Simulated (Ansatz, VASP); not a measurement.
SiC in VASP and in Ansatz

```
Si C
1.0
     3.13696    0.00000    0.00000
    -1.56848    2.71669    0.00000
     0.00000    0.00000    4.93618
Si C
2 2
Direct
  0.33333 0.66667 0.00000
  0.66667 0.33333 0.50000
  0.33333 0.66667 0.50000
  0.66667 0.33333 0.00000
```

Alike in both runs: functional r2SCAN; k mesh 15 × 15 × 8; occupations gaussian, width 0.01 eV; no spin polarisation.

Ansatz relaxed the structure, and its values are those at the end. VASP's run is a single point on that final structure, the one shown.

|  | VASP | Ansatz |
| --- | --- | --- |
| version | VASP 6.6.1 | Ansatz 0.2.0 |
| potentials or method | VASP PAW PBE potentials, release 64 (Si, C), cutoff 520 eV | scalar-relativistic, plane waves, PAW |
| valence electrons in the cell | 16 | 16 |

Ansatz gave:

```
gap on the k mesh at the Fermi level (eV) : 0.15
least direct gap on the mesh (eV)         : 1.89
pressure (GPa)                            : 0.0
```

Task: Which values does VASP return?

Result: gap on the k mesh at the Fermi level (eV): 0.15; least direct gap on the mesh (eV): 1.89; pressure (GPa): -0.2.

VASP's potentials were made for PBE, not for r2SCAN.
